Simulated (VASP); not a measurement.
A run of VASP 6.6.1:

Contents of INCAR:

```
SYSTEM = Ta4C
PREC = Accurate
ENCUT = 520
EDIFF = 1E-6
ISMEAR = 0
SIGMA = 0.1
LREAL = .False.
LASPH = .True.
NELM = 100
ALGO = Fast
ISIF = 2
LWAVE = .False.
LCHARG = .False.
LDIPOL = .True.
IDIPOL = 3
DIPOL = 0.5 0.5 0.357
GGA = PE
IBRION = 2
NSW = 36
EDIFFG = -0.025
```

The input KPOINTS:

```
regular mesh
0
Gamma
  8 8 1
  0 0 0
```

File POSCAR:

```
Ta4C
1.0
    3.3189671336      0.0000000000      0.0000000000
    0.0000000000      3.3189671336      0.0000000000
    0.0000000000      0.0000000000     20.2996557667
Ta C
4 1
Selective dynamics
Direct
    0.5000000000      0.5000000000      0.1970476764  F F F
    0.0000000000      0.0000000000      0.2787970216  F F F
    0.5000000000      0.5000000000      0.3599139024  F F F
    0.0000000000      0.0000000000      0.4334879304  F F F
    0.0000000000      0.3750000000      0.5142774777  F F T
```

Potentials or basis: VASP PAW PBE potentials, release 64 (Ta_pv, C).

Launch:

```console
$ cat potpaw_PBE.64/Ta_pv/POTCAR potpaw_PBE.64/C/POTCAR > POTCAR
$ mpirun -np 1 vasp_std > vasp.out
```

Hardware: 1 thread of Oxide Virtual Turin-like Processor, on a shared host.

Task: Estimate the wall time of this run.

Result: It took 20 min on 1 thread of Oxide Virtual Turin-like Processor, on a shared host, peak memory 0.41 GiB. Counts: scf iterations 96, k points 25, ion steps 6.
